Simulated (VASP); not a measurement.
# Br (I4/mmm) in VASP: further runs

The runs below take Br through single point, with PBE+D3(BJ).

Program: VASP 6.6.1. These are calculated values, not measurements. Logs are shortened: lines on timing, memory, paths and dates and some standing lists are left out, and cuts for length are marked.

### Step 1. The cell of the first run

The structure is tetragonal, space group I4/mmm (No. 139). Conventional cell: a = 2.748 Å, b = 2.748 Å, c = 7.789 Å, α = 90.00°, β = 90.00°, γ = 90.00°. Br (site symmetry 4/mmm) has 4 Br at 2.75 Å within 3.6 Å.

### Step 2. Single point, PBE+D3(BJ)

Contents of INCAR:

```
SYSTEM = Br
  ALGO = Fast
  EDIFF = 1E-7
  ENCUT = 520
  GGA = PE
  ISIF = 2
  ISMEAR = 0
  IVDW = 12
  LASPH = .True.
  LCHARG = .False.
  LREAL = .False.
  LWAVE = .False.
  NBANDS = 10
  NELM = 60
  PREC = Accurate
  SIGMA = 0.15
```

Contents of KPOINTS:

```
k-points
0
Gamma
  22 22 22
  0 0 0
```

Contents of POSCAR:

```
Br
1.0
   -1.3742500000      1.3742500000      3.8943000000
    1.3742500000     -1.3742500000      3.8943000000
    1.3742500000      1.3742500000     -3.8943000000
Br
1
Direct
    0.0000000000      0.0000000000      0.0000000000
```

Potentials or basis: VASP PAW PBE potentials, release 64 (Br).

Run with:

```console
> cat potpaw_PBE.64/Br/POTCAR > POTCAR
> mpirun -np 1 vasp_std > vasp.out
```

OUTCAR:

```text
SYSTEM = Br
   EDIFF = 1E-7
   ENCUT = 520
   GGA = PE
   ISIF = 2
   ISMEAR = 0
   IVDW = 12
   LASPH = .True.
   LREAL = .False.
   NELM = 60
   PREC = Accurate
 IVDW          = 12

 ion  position               nearest neighbor table
   1  0.000  0.000  0.000-

  LATTYP: Found a body centered tetragonal cell.
 ALAT       =     2.7485000000
 C/A-ratio  =     2.8337638712

  Lattice vectors:

 A1 = (  -1.3742500000,   1.3742500000,   3.8943000000)
 A2 = (   1.3742500000,  -1.3742500000,   3.8943000000)
 A3 = (   1.3742500000,   1.3742500000,  -3.8943000000)

Analysis of symmetry for initial positions (statically):
=====================================================================
 Subroutine PRICEL returns:
 Original cell was already a primitive cell.

 Routine SETGRP: Setting up the symmetry group for a
 body centered tetragonal supercell.

 Subroutine GETGRP returns: Found 16 space group operations
 (whereof 16 operations were pure point group operations)
 out of a pool of 16 trial point group operations.

The static configuration has the point symmetry D_4h.

Analysis of symmetry for dynamics (positions and initial velocities):
=====================================================================
 Subroutine PRICEL returns:
 Original cell was already a primitive cell.

 Routine SETGRP: Setting up the symmetry group for a
 body centered tetragonal supercell.

 Subroutine GETGRP returns: Found 16 space group operations
 (whereof 16 operations were pure point group operations)
 out of a pool of 16 trial point group operations.

The dynamic configuration has the point symmetry D_4h.

 Subroutine INISYM returns: Found 16 space group operations
 (whereof 16 operations are pure point group operations),
 and found     1 'primitive' translations

----------------------------------------------------------------------------------------

                                     Primitive cell

  volume of cell :      29.4185

  direct lattice vectors                    reciprocal lattice vectors
    -1.374250000  1.374250000  3.894300000     0.000000000  0.363834819  0.128392779
     1.374250000 -1.374250000  3.894300000     0.363834819  0.000000000  0.128392779
     1.374250000  1.374250000 -3.894300000     0.363834819  0.363834819  0.000000000

  length of vectors
     4.352321061  4.352321061  4.352321061     0.385824418  0.385824418  0.514540135

  position of ions in fractional coordinates (direct lattice)
     0.000000000  0.000000000  0.000000000

  ion indices of the primitive-cell ions
   primitive index   ion index
                 1           1

----------------------------------------------------------------------------------------

 KPOINTS: k-points

Automatic generation of k-mesh.
 Grid dimensions read from file:
 generate k-points for:   22   22   22

 Generating k-lattice:

  Cartesian coordinates                     Fractional coordinates (reciprocal lattice)
     0.000000000  0.016537946  0.005836035     0.045454545  0.000000000 -0.000000000
     0.016537946  0.000000000  0.005836035     0.000000000  0.045454545 -0.000000000
     0.016537946  0.016537946  0.000000000     0.000000000  0.000000000  0.045454545

  Length of vectors
     0.017537474  0.017537474  0.023388188

  Shift w.r.t. Gamma in fractional coordinates (k-lattice)
     0.000000000  0.000000000  0.000000000

 Subroutine IBZKPT returns following result:
 ===========================================

 Found    834 irreducible k-points:

 Following reciprocal coordinates:
            Coordinates               Weight
  0.000000  0.000000  0.000000      1.000000
  0.045455 -0.000000  0.000000      8.000000
  0.090909 -0.000000  0.000000      8.000000
  0.136364  0.000000  0.000000      8.000000
  0.181818 -0.000000  0.000000      8.000000
  0.227273  0.000000  0.000000      8.000000
[... 16 lines left out ...]
  0.500000  0.045455  0.000000     16.000000
 -0.454545  0.045455  0.000000     16.000000
 [... further k-points ...]
   k-points           NKPTS =    834   k-points in BZ     NKDIM =    834   number of bands    NBANDS=     10
   number of dos      NEDOS =    301   number of ions     NIONS =      1
   total plane-waves  NPLWV =  32768
   dimension x,y,z NGX =    32 NGY =   32 NGZ =   32
   dimension x,y,z NGXF=    64 NGYF=   64 NGZF=   64
   ions per type =               1
   NGX,Y,Z   is equivalent  to a cutoff of  12.22, 12.22, 12.22 a.u.
   NGXF,Y,Z  is equivalent  to a cutoff of  24.45, 24.45, 24.45 a.u.
 SYSTEM =  Br
   PREC   = accura    normal or accurate (medium, high low for compatibility)
   ISTART =      0    job   : 0-new  1-cont  2-samecut
   ICHARG =      2    charge: 1-file 2-atom 10-const
   ISPIN  =      1    spin polarized calculation?
   LNONCOLLINEAR =      F non collinear calculations
   LSORBIT =      F    spin-orbit coupling
   LASPH  =      T    aspherical Exc in radial PAW
   ENCUT  =  520.0 eV  38.22 Ry    6.18 a.u.   8.09  8.09  8.09*2*pi/ulx,y,z
   NELM   =     60;   NELMIN=  2; NELMDL= -5     # of ELM steps
   EDIFF  = 0.1E-06   stopping-criterion for ELM
   LREAL  =      F    real-space projection
   EDIFFG = 0.1E-05   stopping-criterion for IOM
   NSW    =      0    number of steps for IOM
   IBRION =     -1    ionic relax: 0-MD 1-quasi-New 2-CG
   NFREE  =      0    steps in history (QN), initial steepest desc. (CG)
   ISIF   =      2    stress and relaxation
   ISYM   =      2    0-nonsym 1-usesym 2-fastsym
   POTIM  = 0.5000    time-step for ionic-motion
   TEBEG  =    0.0;   TEEND  =   0.0 temperature during run
   PSTRESS=    0.0 pullay stress
   NELECT =       7.0000    total number of electrons
   NUPDOWN=      -1.0000    fix difference up-down
   EMIN   =  10.00;   EMAX   =-10.00  energy-range for DOS
   EFERMI =   0.00;   METHOD = LEGACY
   ISMEAR =     0;   SIGMA  =   0.15  broadening in eV -4-tet -1-fermi 0-gaus
   EFERMI_NEDOS =   21; number of points for ismear=-14 and -15
   IALGO  =     68    algorithm
   IMIX   =      4    mixing-type and parameters
     AMIX     =   0.40;   BMIX     =  1.00
     AMIX_MAG =   1.60;   BMIX_MAG =  1.00
  volume/ion in A,a.u.               =      29.42       198.53
  Fermi-wavevector in a.u.,A,eV,Ry     =   1.014458  1.917047 14.002084  1.029124
  Thomas-Fermi vector in A             =   2.147686
   LORBIT       =      0    0 simple, 1 ext, 2 COOP (PROOUT), +10 PAW based schemes
   GGA     = PE    functional components
   LHFCALC =     F    Hartree Fock is set to
   AEXX    =    0.0000 exact exchange contribution
   IVDW    =    12    specifies the selected vdW correction
   LEPSILON=     F    determine dielectric tensor
   LRPA    =     F    only Hartree local field effects (RPA)
 non-spin polarized calculation
 RMM-DIIS sequential band-by-band and
 Gauss-broadening in eV      SIGMA  =   0.15
  energy-cutoff  :      520.00
  volume of cell :       29.42
 maximum number of plane-waves:       810
   NGX = 17   NGY = 17   NGZ = 17

 number of electron       7.0000001 magnetization

 Free energy of the ion-electron system (eV)
  ---------------------------------------------------
  ext. energy  EPLUGINS =         0.00000000
  ---------------------------------------------------
  free energy    TOTEN  =        -1.40909113 eV

  energy without entropy =       -1.40369704  energy(sigma->0) =       -1.40639408

 E-fermi :   1.7799     XC(G=0):  -8.4360

 val. band max:        1.7792460158   @ k =  -0.1364  -0.2273   0.1364
 cond. band min:       1.7839070248   @ k =  -0.4091  -0.4091   0.3182
 fundamental gap:      0.0046610089
 Fermi energy:         1.7798696313

 k-point     1 :       0.0000    0.0000    0.0000
  band No.  band energies     occupation
      1     -15.2788      2.00000
      2      -1.6648      2.00000
      3       2.7908      0.00000
      4       2.7908      0.00000
      5       6.2114      0.00000
      6      11.1722      0.00000
      7      12.0371      0.00000
      8      18.3151      0.00000
      9      18.3757      0.00000
     10      18.3757      0.00000

 k-point     2 :       0.0455   -0.0000    0.0000
  band No.  band energies     occupation
      1     -15.2495      2.00000
      2      -1.6500      2.00000
      3       2.5140      0.00000
      4       2.8108      0.00000
      5       6.2825      0.00000
      6      11.3406      0.00000
      7      12.2323      0.00000
      8      17.0542      0.00000
      9      18.4161      0.00000
     10      19.2172      0.00000

 k-point     3 :       0.0909   -0.0000    0.0000
  band No.  band energies     occupation
      1     -15.1625      2.00000
      2      -1.6059      2.00000
      3       1.7972      0.87037
      4       2.8697      0.00000
      5       6.4814      0.00000
      6      11.6054      0.00000
      7      12.9524      0.00000
      8      15.6801      0.00000
      9      18.5363      0.00000
     10      19.6309      0.00000

 k-point     4 :       0.1364    0.0000    0.0000
  band No.  band energies     occupation
      1     -15.0204      2.00000
      2      -1.5332      2.00000
      3       0.8436      2.00000
      4       2.9647      0.00000
      5       6.7884      0.00000
      6      11.8259      0.00000
      7      14.0689      0.00000
      8      14.4305      0.00000
      9      18.7338      0.00000
     10      19.9188      0.00000
[... 222 lines left out ...]
 k-point    22 :       0.4545    0.0455    0.0000
  band No.  band energies     occupation
      1     -13.3442      2.00000
      2      -4.8357      2.00000
      3      -0.6197      2.00000
      4       3.6883      0.00000
      5       7.7495      0.00000
      6      13.1316      0.00000
      7      14.1041      0.00000
      8      15.1270      0.00000
      9      16.3829      0.00000
     10      19.8408      0.00000

 k-point    23 :       0.5000    0.0455    0.0000
  band No.  band energies     occupation
      1     -13.2885      2.00000
      2      -4.9627      2.00000
      3      -0.5663      2.00000
      4       3.7187      0.00000
      5       7.6621      0.00000
      6      13.2834      0.00000
      7      14.2011      0.00000
      8      14.9095      0.00000
      9      16.2589      0.00000
     10      19.7379      0.00000

 k-point    24 :      -0.4545    0.0455    0.0000
  band No.  band energies     occupation
      1     -13.3482      2.00000
      2      -4.8315      2.00000
      3      -0.5761      2.00000
      4       3.6903      0.00000
      5       7.7500      0.00000
      6      12.4261      0.00000
      7      14.1860      0.00000
      8      15.6904      0.00000
      9      16.4898      0.00000
     10      19.8373      0.00000

 [... further k-points ...]

------------------------ aborting loop because EDIFF is reached ----------------------------------------

 Edisp (eV)   -0.24018

 E8    (eV) :    -0.0939

  FORCE on cell =-STRESS in cart. coord.  units (eV):
  Direction    XX          YY          ZZ          XY          YZ          ZX
  --------------------------------------------------------------------------------------
  -------------------------------------------------------------------------------------
  Total       1.15296     1.15296    -0.20808     0.00000    -0.00000     0.00000
  in kB      62.79203    62.79203   -11.33230     0.00000    -0.00000     0.00000
  external pressure =       38.08 kB  Pullay stress =        0.00 kB

 VOLUME and BASIS-vectors are now :
 -----------------------------------------------------------------------------
  energy-cutoff  :      520.00
  volume of cell :       29.42
      direct lattice vectors                 reciprocal lattice vectors
    -1.374250000  1.374250000  3.894300000     0.000000000  0.363834819  0.128392779
     1.374250000 -1.374250000  3.894300000     0.363834819  0.000000000  0.128392779
     1.374250000  1.374250000 -3.894300000     0.363834819  0.363834819  0.000000000

 POSITION                                       TOTAL-FORCE (eV/Angst)
 -----------------------------------------------------------------------------------
      0.00000      0.00000      0.00000         0.000000      0.000000     -0.000000
 -----------------------------------------------------------------------------------
    total drift:                                0.000000     -0.000000     -0.000000

  FREE ENERGIE OF THE ION-ELECTRON SYSTEM (eV)
  ---------------------------------------------------
  free  energy   TOTEN  =        -1.6492724168 eV

  energy  without entropy=       -1.6438783308  energy(sigma->0) =       -1.64657537
```

Wall time 6.6 min (1 thread of Oxide Virtual Turin-like, shared host); peak memory 0.33 GiB.

Results:

- Free energy: -1.6493 eV
- Pressure: 3.8 GPa
- Band gap on the k mesh: zero (an odd number of electrons rules out a gap without spin polarisation)
- Dispersion energy per atom: -0.240 eV

Caveat: the stress differs along the axes, from -1 to 6 GPa; an odd number of electrons without spin polarisation forces a metal; a magnetic or distorted state may lie lower.

### Step 3. Single point, PBE+D3(BJ)

This run uses another cell than the first one, of 29.66 Å³/atom.

Contents of INCAR:

```
SYSTEM = Br
PREC = Accurate
ENCUT = 520
EDIFF = 1E-6
ISMEAR = 0
SIGMA = 0.15
LREAL = .False.
LASPH = .True.
NELM = 100
ALGO = Fast
ISIF = 2
LWAVE = .False.
LCHARG = .False.
GGA = PE
IVDW = 12
NBANDS = 10
```

Contents of KPOINTS:

```
Automatic mesh
0
Gamma
  22 22 22
  0 0 0
```

Contents of POSCAR:

```
Br
1.0
   -1.3505500000      1.3505500000      4.0649000000
    1.3505500000     -1.3505500000      4.0649000000
    1.3505500000      1.3505500000     -4.0649000000
Br
1
Direct
    0.0000000000      0.0000000000      0.0000000000
```

Potentials or basis: VASP PAW PBE potentials, release 64 (Br).

Run with:

```console
> cat potpaw_PBE.64/Br/POTCAR > POTCAR
> mpirun -np 1 vasp_std > vasp.out
```

It took 12 min on 1 thread of Oxide Virtual Turin-like, shared host; peak memory 0.36 GiB.

Results (log left out):

| Item | Value |
| --- | --- |
| Free energy | -1.5867 eV |
| Pressure | 6.3 GPa |
| Band gap on the k mesh | zero (an odd number of electrons rules out a gap without spin polarisation) |
| Dispersion energy per atom | -0.235 eV |

Stress tensor (GPa, compression positive):
```
10.20  0.00  0.00
 0.00 10.20  0.00
 0.00  0.00 -1.37
```

Levels at points of the mesh, in eV from the Fermi level:
```tsv
k point	band 1	band 2	band 3	band 4	band 5	band 6	band 7	band 8
(0.00, 0.00, 0.00)	-17.48	-3.99	1.08	1.08	3.97	9.21	10.33	16.49
(0.50, 0.00, 0.00)	-15.34	-7.26	-2.60	2.37	5.60	11.16	11.73	12.67
(0.50, 0.50, 0.00)	-13.23	-5.47	-5.38	-0.87	4.48	8.37	10.71	13.05
(0.50, 0.50, 0.50)	-17.40	-5.18	1.03	1.03	9.03	9.11	9.99	12.48
```

Caveat: the stress differs along the axes, from -1 to 10 GPa; an odd number of electrons without spin polarisation forces a metal; a magnetic or distorted state may lie lower.
